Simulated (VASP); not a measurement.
Wanted: the native input for a VASP 6.6.1 run.

```
Task                   : single point
Functional             : PBE
Potentials or basis    : VASP PAW PBE potentials, release 64 (Li_sv, W_sv)
Cutoff                 : 520 eV
k mesh                 : 6 × 6 × 4
Occupations            : gaussian, width 0.1 eV
Spin                   : no spin polarisation
Dipole correction      : no
Further INCAR settings : ALGO = Normal; EDIFF = 1e-06; NBANDS = 25
```

The structure of LiW lies in POSCAR:

```
LiW
1.0
    3.5576390900      0.0000000000      0.0000000000
   -1.7788195500      3.0810058300      0.0000000000
    0.0000000000      0.0000000000      4.6076940900
Li W
2 2
Direct
    0.0000000000      0.0000000000      0.0860409200
    0.0000000000      0.0000000000      0.5860409200
    0.3333333300      0.6666666700      0.1639590800
    0.6666666700      0.3333333300      0.6639590800
```

These files were run (other wordings do the same):

INCAR

```
SYSTEM = LiW
PREC = Accurate ; ENCUT = 520
EDIFF = 1E-6 ; ISMEAR = 0
SIGMA = 0.1 ; LREAL = .FALSE.
LASPH = .TRUE. ; NELM = 100
ALGO = Normal ; ISIF = 2
LWAVE = .FALSE. ; LCHARG = .TRUE.
GGA = PE ; LELF = .TRUE.
LVHAR = .TRUE. ; NBANDS = 25
```

KPOINTS

```
regular mesh
0
G
  6 6 4
  0 0 0
```

Potentials or basis: VASP PAW PBE potentials, release 64 (Li_sv, W_sv).

The run is started by

```console
$ cat potpaw_PBE.64/Li_sv/POTCAR potpaw_PBE.64/W_sv/POTCAR > POTCAR
$ mpirun -np 1 vasp_std > vasp.out
```

Results of the run:

* Largest force: 1.686 eV/Å
* Band gap on the k mesh: zero (bands 17 and 18 overlap by 1.22 eV)

Caveat: spin-orbit coupling is left out, which moves the levels of the heavy elements; forces of over 1 eV/Å act on the atoms, so gaps and moduli don't describe the material at rest.

Wall time 19 s on 1 thread of AMD EPYC 9R45 96-Core Processor (Zen 5), with other jobs on the host, peak memory 0.15 GiB.
